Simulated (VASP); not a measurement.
SrO:

```
Sr O
1.0
     4.47613   -4.47613    0.00000
     4.47613    4.47613    0.00000
     0.00000    0.00000    4.11464
Sr O
2 2
Cartesian
  0.0000 0.0000 0.0000
  4.4761 0.0000 2.0573
  4.4761 -1.7457 0.0000
  4.4761 1.7457 0.0000
```

This cell differs from its parent crystal: atoms taken out.

* Program: VASP 6.6.1
* Task: relaxation of cell and atoms
* Functional: PBE
* Potentials or basis: VASP PAW PBE potentials, release 64 (Sr_sv, O)
* Cutoff: 600 eV
* k mesh: 4 × 4 × 4
* Occupations: gaussian, width 0.1 eV
* Spin: no spin polarisation

At the start: pressure -7.3 GPa; volume 41.22 Å³/atom.

Where does the relaxation end?

Over 9 steps the energy falls by 513.0 meV/atom and the volume is 31.98 Å³/atom (-22.4 %); space group Cmmm (No. 65, to 0.1 Å) before and after.

Step by step:
| step | energy change (eV) | largest force (eV/Å) | pressure (GPa) | volume (Å³) |
| --- | --- | --- | --- | --- |
| 1 | 0.0000 | 0.6029 | -7.31 | 164.88 |
| 2 | -1.7554 | 0.4880 | 4.55 | 122.32 |
| 3 | -2.0050 | 0.4359 | -0.44 | 130.72 |
| 4 | -2.0038 | 0.3864 | -0.13 | 130.06 |
| 5 | -2.0319 | 0.2451 | 0.37 | 128.13 |
| 6 | -2.0409 | 0.1119 | 0.86 | 126.33 |
| 7 | -2.0429 | 0.1530 | -0.74 | 128.95 |
| 8 | -2.0509 | 0.1359 | -0.01 | 127.71 |
| 9 | -2.0521 | 0.0309 | -0.05 | 127.93 |

Final structure:
```
Sr O
1.0
     4.42679   -3.80576    0.00000
     4.42679    3.80576    0.00000
     0.00000    0.00000    3.79685
Sr O
2 2
Direct
  0.00000 0.00000 0.00000
  0.50000 0.50000 0.50000
  0.70459 0.29541 0.00000
  0.29541 0.70459 0.00000
```

Caveat: the k points lie up to 0.41 Å⁻¹ apart in the final cell; the cell differs from its parent crystal (atoms taken out); the volume moved by over 15 % at a fixed basis, so the end points are rough.
